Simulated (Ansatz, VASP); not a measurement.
# SnO: VASP beside Ansatz

```
CELL_PARAMETERS angstrom
3.80548 0.00000 0.00000
0.00000 3.80548 0.00000
0.00000 0.00000 4.75098
ATOMIC_POSITIONS crystal
Sn 0.50000 0.00000 0.24250
Sn 0.00000 0.50000 0.75750
O 0.00000 0.00000 0.00000
O 0.50000 0.50000 0.00000
```

Alike in both runs: functional PBEsol; k mesh 12 × 12 × 10; occupations gaussian, width 0.1 eV; no spin polarisation.

Ansatz relaxed the structure, and its values are those at the end. VASP's run is a single point on that final structure, the one shown.

|  | VASP | Ansatz |
| --- | --- | --- |
| version | VASP 6.6.1 | Ansatz 0.2.0 |
| potentials or method | VASP PAW PBE potentials, release 64 (Sn_d, O), cutoff 520 eV | scalar-relativistic, plane waves, PAW |
| valence electrons in the cell | 40 | 40 |

```tsv
	VASP	Ansatz	Ansatz less VASP
gap on the k mesh at the Fermi level (eV)	none	none	-
pressure (GPa)	0.2	0.0	-0.23
rms of the force components (eV/Å)	0.035	0.000	-0.0347
```

VASP's potentials were made for PBE, not for PBEsol. A gap of «none» marks a metal or a gap that the smearing closes. The functional is the same, so the differences come from potentials, cutoffs and numerics.
